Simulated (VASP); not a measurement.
# Be (Fmmm) in VASP: relaxation of cell and atoms with PBE

Aim: the relaxation of cell and atoms of Be with PBE.

Everything below comes from runs of VASP 6.6.1. Logs are shortened: lines on timing, memory, paths and dates and some standing lists are left out, and cuts for length are marked.

## (1) The cell of the first run

Symmetry: Fmmm, No. 69, orthorhombic system. Conventional cell: a = 2.276 Å, b = 3.614 Å, c = 8.670 Å, α = 90.00°, β = 90.00°, γ = 90.00°. Be (site symmetry mm2) has 11 Be at 2.14 to 2.60 Å within 2.8 Å.

## (2) Relaxation of cell and atoms, PBE

INCAR

```
SYSTEM = Be
  ALGO = Fast
  EDIFF = 1E-7
  EDIFFG = -0.01
  ENCUT = 600
  GGA = PE
  IBRION = 2
  ISIF = 3
  ISMEAR = 0
  LASPH = .True.
  LCHARG = .False.
  LREAL = .False.
  LWAVE = .False.
  NELM = 100
  NSW = 100
  PREC = Accurate
  SIGMA = 0.1
```

KPOINTS

```
k-points
0
Gamma
  22 22 22
  0 0 0
```

POSCAR

```
Be
1.0
    0.0000000000      1.8072347725      4.3349419114
    1.1377668643      0.0000000000      4.3349419114
    1.1377668643      1.8072347725      0.0000000000
Be
2
Direct
    0.8577638039      0.8577638039      0.1422361961
    0.1422361961      0.1422361961      0.8577638039
```

Potentials or basis: VASP PAW PBE potentials, release 64 (Be).

Launch:

```bash
$ cat potpaw_PBE.64/Be/POTCAR > POTCAR
$ mpirun -np 1 vasp_std > vasp.out
```

OUTCAR:

```text
SYSTEM = Be
   EDIFF = 1E-7
   EDIFFG = -0.01
   ENCUT = 600
   GGA = PE
   IBRION = 2
   ISIF = 3
   ISMEAR = 0
   LASPH = .True.
   LREAL = .False.
   NELM = 100
   NSW = 100
   PREC = Accurate

 ion  position               nearest neighbor table
   1  0.858  0.858  0.142-   2 2.19   2 2.19
   2  0.142  0.142  0.858-   1 2.19   1 2.19

  LATTYP: Found a face centered orthorhombic cell.
 ALAT       =     2.2755337286
 B/A-ratio  =     1.5884051726
 C/A-ratio  =     3.8100440850

  Lattice vectors:

 A1 = (   0.0000000000,   1.8072347725,   4.3349419114)
 A2 = (   1.1377668643,   0.0000000000,   4.3349419114)
 A3 = (   1.1377668643,   1.8072347725,   0.0000000000)

Analysis of symmetry for initial positions (statically):
=====================================================================
 Subroutine PRICEL returns:
 Original cell was already a primitive cell.

 Routine SETGRP: Setting up the symmetry group for a
 face centered orthorhombic supercell.

 Subroutine GETGRP returns: Found  8 space group operations
 (whereof  8 operations were pure point group operations)
 out of a pool of  8 trial point group operations.

The static configuration has the point symmetry D_2h.

Analysis of symmetry for dynamics (positions and initial velocities):
=====================================================================
 Subroutine PRICEL returns:
 Original cell was already a primitive cell.

 Routine SETGRP: Setting up the symmetry group for a
 face centered orthorhombic supercell.

 Subroutine GETGRP returns: Found  8 space group operations
 (whereof  8 operations were pure point group operations)
 out of a pool of  8 trial point group operations.

The dynamic configuration has the point symmetry D_2h.

 Subroutine INISYM returns: Found  8 space group operations
 (whereof  8 operations are pure point group operations),
 and found     1 'primitive' translations

----------------------------------------------------------------------------------------

                                     Primitive cell

  volume of cell :      17.8271

  direct lattice vectors                    reciprocal lattice vectors
     0.000000000  1.807234772  4.334941911    -0.439457340  0.276665770  0.115341799
     1.137766864  0.000000000  4.334941911     0.439457340 -0.276665770  0.115341799
     1.137766864  1.807234772  0.000000000     0.439457340  0.276665770 -0.115341799

  length of vectors
     4.696575231  4.481766930  2.135558700     0.531949653  0.531949653  0.531949653

  position of ions in fractional coordinates (direct lattice)
     0.857763804  0.857763804  0.142236196
     0.142236196  0.142236196  0.857763804

  ion indices of the primitive-cell ions
   primitive index   ion index
                 1           1
                 2           2

----------------------------------------------------------------------------------------

 KPOINTS: k-points

Automatic generation of k-mesh.
 Grid dimensions read from file:
 generate k-points for:   22   22   22

 Generating k-lattice:

  Cartesian coordinates                     Fractional coordinates (reciprocal lattice)
    -0.019975334  0.012575717  0.005242809     0.045454545 -0.000000000 -0.000000000
     0.019975334 -0.012575717  0.005242809     0.000000000  0.045454545  0.000000000
     0.019975334  0.012575717 -0.005242809     0.000000000  0.000000000  0.045454545

  Length of vectors
     0.024179530  0.024179530  0.024179530

  Shift w.r.t. Gamma in fractional coordinates (k-lattice)
     0.000000000  0.000000000  0.000000000

 Subroutine IBZKPT returns following result:
 ===========================================

 Found   1530 irreducible k-points:

 Following reciprocal coordinates:
            Coordinates               Weight
  0.000000  0.000000  0.000000      1.000000
  0.045455  0.000000 -0.000000      8.000000
  0.090909  0.000000 -0.000000      8.000000
  0.136364  0.000000  0.000000      8.000000
  0.181818  0.000000 -0.000000      8.000000
  0.227273  0.000000  0.000000      8.000000
[... 16 lines left out ...]
  0.500000  0.045455  0.000000      8.000000
 -0.454545  0.045455  0.000000      8.000000
 [... further k-points ...]
   k-points           NKPTS =   1530   k-points in BZ     NKDIM =   1530   number of bands    NBANDS=      6
   number of dos      NEDOS =    301   number of ions     NIONS =      2
   total plane-waves  NPLWV =  25920
   dimension x,y,z NGX =    40 NGY =   36 NGZ =   18
   dimension x,y,z NGXF=    80 NGYF=   72 NGZF=   36
   ions per type =               2
   NGX,Y,Z   is equivalent  to a cutoff of  14.16, 13.35, 14.01 a.u.
   NGXF,Y,Z  is equivalent  to a cutoff of  28.32, 26.71, 28.02 a.u.
 SYSTEM =  Be
   PREC   = accura    normal or accurate (medium, high low for compatibility)
   ISTART =      0    job   : 0-new  1-cont  2-samecut
   ICHARG =      2    charge: 1-file 2-atom 10-const
   ISPIN  =      1    spin polarized calculation?
   LNONCOLLINEAR =      F non collinear calculations
   LSORBIT =      F    spin-orbit coupling
   LASPH  =      T    aspherical Exc in radial PAW
   ENCUT  =  600.0 eV  44.10 Ry    6.64 a.u.   9.38  8.95  4.27*2*pi/ulx,y,z
   NELM   =    100;   NELMIN=  2; NELMDL= -5     # of ELM steps
   EDIFF  = 0.1E-06   stopping-criterion for ELM
   LREAL  =      F    real-space projection
   EDIFFG = -.1E-01   stopping-criterion for IOM
   NSW    =    100    number of steps for IOM
   IBRION =      2    ionic relax: 0-MD 1-quasi-New 2-CG
   NFREE  =      1    steps in history (QN), initial steepest desc. (CG)
   ISIF   =      3    stress and relaxation
   ISYM   =      2    0-nonsym 1-usesym 2-fastsym
   POTIM  = 0.5000    time-step for ionic-motion
   TEBEG  =    0.0;   TEEND  =   0.0 temperature during run
   PSTRESS=    0.0 pullay stress
   NELECT =       4.0000    total number of electrons
   NUPDOWN=      -1.0000    fix difference up-down
   EMIN   =  10.00;   EMAX   =-10.00  energy-range for DOS
   EFERMI =   0.00;   METHOD = LEGACY
   ISMEAR =     0;   SIGMA  =   0.10  broadening in eV -4-tet -1-fermi 0-gaus
   EFERMI_NEDOS =   21; number of points for ismear=-14 and -15
   IALGO  =     68    algorithm
   IMIX   =      4    mixing-type and parameters
     AMIX     =   0.40;   BMIX     =  1.00
     AMIX_MAG =   1.60;   BMIX_MAG =  1.00
  volume/ion in A,a.u.               =       8.91        60.15
  Fermi-wavevector in a.u.,A,eV,Ry     =   0.994797  1.879894 13.464611  0.989621
  Thomas-Fermi vector in A             =   2.126773
   LORBIT       =      0    0 simple, 1 ext, 2 COOP (PROOUT), +10 PAW based schemes
   GGA     = PE    functional components
   LHFCALC =     F    Hartree Fock is set to
   AEXX    =    0.0000 exact exchange contribution
   IVDW    =     0    specifies the selected vdW correction
   LEPSILON=     F    determine dielectric tensor
   LRPA    =     F    only Hartree local field effects (RPA)
 conjugate gradient relaxation of ions
 non-spin polarized calculation
 RMM-DIIS sequential band-by-band and
 Gauss-broadening in eV      SIGMA  =   0.10
  energy-cutoff  :      600.00
  volume of cell :       17.83
 maximum number of plane-waves:       618
 NGX is ok and might be reduce to    40
   NGX = 19   NGY = 17   NGZ =  9

--------------------------------------- Ionic step        1  -------------------------------------------

 number of electron       4.0000000 magnetization

 Free energy of the ion-electron system (eV)
  ---------------------------------------------------
  ext. energy  EPLUGINS =         0.00000000
  ---------------------------------------------------
  free energy    TOTEN  =        -6.87239453 eV

  energy without entropy =       -6.87063856  energy(sigma->0) =       -6.87151655

------------------------ aborting loop because EDIFF is reached ----------------------------------------

  FORCE on cell =-STRESS in cart. coord.  units (eV):
  Direction    XX          YY          ZZ          XY          YZ          ZX
  --------------------------------------------------------------------------------------
  -------------------------------------------------------------------------------------
  Total       -0.0196607      0.1608820     -0.0416272     -0.0000000      0.0000000      0.0000000
  in kB       -1.7669684     14.4589547     -3.7411597     -0.0000000      0.0000000      0.0000000
  external PRESSURE =       2.9836089 kB  Pullay stress =       0.0000000 kB

 VOLUME and BASIS-vectors are now :
 -----------------------------------------------------------------------------
  energy-cutoff  :      600.00
  volume of cell :       17.83
      direct lattice vectors                 reciprocal lattice vectors
     0.000000000  1.807234772  4.334941911    -0.439457340  0.276665770  0.115341799
     1.137766864  0.000000000  4.334941911     0.439457340 -0.276665770  0.115341799
     1.137766864  1.807234772  0.000000000     0.439457340  0.276665770 -0.115341799

 POSITION                                       TOTAL-FORCE (eV/Angst)
 -----------------------------------------------------------------------------------
      1.13777      1.80723      7.43671         0.000000      0.000000     -0.015561
      1.13777      1.80723      1.23317         0.000000      0.000000      0.015561
 -----------------------------------------------------------------------------------
    total drift:                                0.000000      0.000000     -0.000000

  FREE ENERGIE OF THE ION-ELECTRON SYSTEM (eV)
  ---------------------------------------------------
  free  energy   TOTEN  =        -6.8723945316 eV

  energy  without entropy=       -6.8706385610  energy(sigma->0) =       -6.87151655

--------------------------------------- Ionic step        2  -------------------------------------------

 number of electron       4.0000000 magnetization

 Free energy of the ion-electron system (eV)
  ---------------------------------------------------
  ext. energy  EPLUGINS =         0.00000000
  ---------------------------------------------------
  free energy    TOTEN  =        -6.87275643 eV

  energy without entropy =       -6.87100189  energy(sigma->0) =       -6.87187916

 E-fermi :   5.5929     XC(G=0): -10.1454

 val. band max:        5.5921258031   @ k =  -0.1364   0.3182   0.4545
 cond. band min:       5.5967387094   @ k =  -0.1364   0.3182   0.4091
 fundamental gap:      0.0046129063
 Fermi energy:         5.5929102883

 k-point     1 :       0.0000    0.0000    0.0000
  band No.  band energies     occupation
      1      -4.7734      2.00000
      2       0.6440      2.00000
      3       3.2038      2.00000
      4      19.5513      0.00000
      5      23.5738      0.00000
      6      25.2847      0.00000

 k-point     2 :       0.0455    0.0000   -0.0000
  band No.  band energies     occupation
      1      -4.7087      2.00000
      2       0.6961      2.00000
      3       3.2781      2.00000
      4      19.5437      0.00000
      5      23.2851      0.00000
      6      24.5785      0.00000

 k-point     3 :       0.0909    0.0000   -0.0000
  band No.  band energies     occupation
      1      -4.5145      2.00000
      2       0.8506      2.00000
      3       3.5013      2.00000
      4      19.5096      0.00000
      5      22.3136      0.00000
      6      23.4465      0.00000

 k-point     4 :       0.1364    0.0000    0.0000
  band No.  band energies     occupation
      1      -4.1910      2.00000
      2       1.1032      2.00000
      3       3.8741      2.00000
      4      19.3591      0.00000
      5      20.7362      0.00000
      6      22.0305      0.00000
[... 154 lines left out ...]
 k-point    22 :       0.4545    0.0455    0.0000
  band No.  band energies     occupation
      1       0.4090      2.00000
      2       3.3283      2.00000
      3       7.4881      0.00000
      4      11.4606      0.00000
      5      12.5465      0.00000
      6      17.5502      0.00000

 k-point    23 :       0.5000    0.0455    0.0000
  band No.  band energies     occupation
      1       1.4293      2.00000
      2       3.2463      2.00000
      3       7.2969      0.00000
      4      10.7213      0.00000
      5      12.9514      0.00000
      6      16.1900      0.00000

 k-point    24 :      -0.4545    0.0455    0.0000
  band No.  band energies     occupation
      1       1.9750      2.00000
      2       3.0332      2.00000
      3       7.4327      0.00000
      4      10.1063      0.00000
      5      13.0713      0.00000
      6      15.8881      0.00000

 [... further k-points ...]

------------------------ aborting loop because EDIFF is reached ----------------------------------------

  FORCE on cell =-STRESS in cart. coord.  units (eV):
  Direction    XX          YY          ZZ          XY          YZ          ZX
  --------------------------------------------------------------------------------------
  -------------------------------------------------------------------------------------
  Total       -0.0172642      0.0064573     -0.0040147      0.0000000      0.0000000      0.0000000
  in kB       -1.5478749      0.5789494     -0.3599494      0.0000000      0.0000000      0.0000000
  external PRESSURE =      -0.4429583 kB  Pullay stress =       0.0000000 kB

 VOLUME and BASIS-vectors are now :
 -----------------------------------------------------------------------------
  energy-cutoff  :      600.00
  volume of cell :       17.87
      direct lattice vectors                 reciprocal lattice vectors
    -0.000000000  1.814248085  4.330589186    -0.439665849  0.275596267  0.115457731
     1.137227287 -0.000000000  4.330589186     0.439665849 -0.275596267  0.115457731
     1.137227287  1.814248085  0.000000000     0.439665849  0.275596267 -0.115457731

 POSITION                                       TOTAL-FORCE (eV/Angst)
 -----------------------------------------------------------------------------------
      1.13723      1.81425      7.42850         0.000000      0.000000      0.003838
      1.13723      1.81425      1.23268         0.000000      0.000000     -0.003838
 -----------------------------------------------------------------------------------
    total drift:                               -0.000000     -0.000000     -0.000000

  FREE ENERGIE OF THE ION-ELECTRON SYSTEM (eV)
  ---------------------------------------------------
  free  energy   TOTEN  =        -6.8727564319 eV

  energy  without entropy=       -6.8710018877  energy(sigma->0) =       -6.87187916

 reached required accuracy - stopping structural energy minimisation
```

Wall time 4.2 min (1 thread of AMD EPYC 9R45 (Zen 5), shared host); peak memory 0.3 GiB.

What came out:

- Free energy: -6.8728 eV
- Relaxed volume: 8.93 Å³/atom
- Relaxed cell: a = 4.695 Å, b = 4.477 Å, c = 2.141 Å, α = 82.25°, β = 70.89°, γ = 26.86°
- Space group after relaxing (to 0.1 Å): Fmmm (No. 69)
- Energy gained by relaxing: 0.2 meV/atom
- Ionic steps: 2
- Pressure after relaxing: 0.0 GPa
- Largest force after relaxing: 0.004 eV/Å
- Band gap on the k mesh: zero (bands 2 and 3 overlap by 4.50 eV)

Forces in eV/Å, atoms in the order of the input:
```
Be   0.000  0.000  0.004
Be   0.000  0.000 -0.004
```

The path:
| step | energy change (eV) | largest force (eV/Å) | pressure (GPa) | volume (Å³) |
| --- | --- | --- | --- | --- |
| 1 | 0.0000 | 0.0156 | 0.30 | 17.83 |
| 2 | -0.0004 | 0.0038 | -0.04 | 17.87 |

Final structure:
```
Be
1.0
     0.00000    1.81425    4.33059
     1.13723    0.00000    4.33059
     1.13723    1.81425    0.00000
Be
2
Direct
  0.85768 0.85768 0.14232
  0.14232 0.14232 0.85768
```

Levels at points of the mesh, in eV from the Fermi level:
```tsv
k point	band 1	band 2	band 3	band 4	band 5
(0.00, 0.00, 0.00)	-10.37	-4.95	-2.39	13.96	17.98
(0.50, 0.00, 0.00)	-3.62	-2.56	1.85	4.47	7.58
(0.50, 0.50, 0.00)	-9.43	-7.96	3.11	6.43	17.40
(0.50, 0.00, 0.50)	-3.66	1.52	1.72	4.20	8.84
(0.00, 0.50, 0.50)	-2.70	-0.68	1.91	3.20	10.14
```
